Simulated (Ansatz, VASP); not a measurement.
**One calculation of Ru, two programs**

Contents of INCAR:

```
SYSTEM = Ru
ALGO     = Normal         ! electronic algorithm
EDIFF    = 1E-7           ! SCF threshold, eV
ENCUT    = 520            ! plane-wave cutoff, eV
GGA      = PE             ! functional
ISIF     = 2              ! what is computed and relaxed
ISMEAR   = 0              ! smearing method
LASPH    = .True.         ! aspherical terms in the spheres
LCHARG   = .True.         ! write CHGCAR
LELF     = .True.         ! ELF
LREAL    = .False.        ! projectors in reciprocal space
LVHAR    = .True.       
LWAVE    = .False.        ! write WAVECAR
NBANDS   = 13             ! bands
NELM     = 80             ! most SCF steps
PREC     = Accurate       ! precision mode
SIGMA    = 0.15           ! smearing width, eV
```

Contents of KPOINTS:

```
k-points
0
Gamma
  20 20 20
  0 0 0
```

The input POSCAR:

```
Ru
1.0
   -0.0666779414      1.7764908666      1.7764908666
    1.7764908666     -0.0666779414      1.7764908666
    1.7764908666      1.7764908666     -0.0666779414
Ru
1
Direct
    0.0000000000      0.0000000000      0.0000000000
```

Input for Ansatz:

```yaml
crystal:
  lattice:
    - [-0.0666779414, 1.7764908666, 1.7764908666]
    - [1.7764908666, -0.0666779414, 1.7764908666]
    - [1.7764908666, 1.7764908666, -0.0666779414]
  atoms:
    - { symbol: Ru, position: [0.0, 0.0, 0.0] }
basis:
  ecutwfc: 420
kpoints:
  mp_grid: { grid: [20, 20, 20] }
hamiltonian:
  xc: pbe
scf:
  occupations: { method: gaussian, width: 0.15 }
output:
  forces: true
  stress: true
  eigenvalues: true
```

Change from the starting cell: equal engineering shear yz, xz and xy -0.0350, equal normal strain along x, y and z -0.0500.

Alike in both runs: task single point; functional PBE; k mesh 20 × 20 × 20; occupations gaussian, width 0.15 eV; no spin polarisation.

```csv
,VASP,Ansatz
version,VASP 6.6.1,Ansatz 0.2.0
potentials or method,"VASP PAW PBE potentials, release 64 (Ru_pv), cutoff 520 eV","scalar-relativistic, plane waves, PAW"
valence electrons in the cell,14,16
```

```csv
,VASP,Ansatz,Ansatz less VASP
gap on the k mesh at the Fermi level (eV),none,none,-
pressure (GPa),71.0,70.7,-0.30
"traceless stress, the component that is largest in VASP (GPa)",14.74,14.70,-0.041
```

A gap of «none» marks a metal or a gap that the smearing closes. Both programs put the cell under a high pressure, so it lies far from rest at this level. With one functional, cell and mesh, what is left measures potentials, basis and numerics. VASP's potentials hold 14 valence electrons a cell and Ansatz's 16, so a difference there can come from the potentials and not from the codes.

Noted on VASP's run: the cell as given lies far from equilibrium.
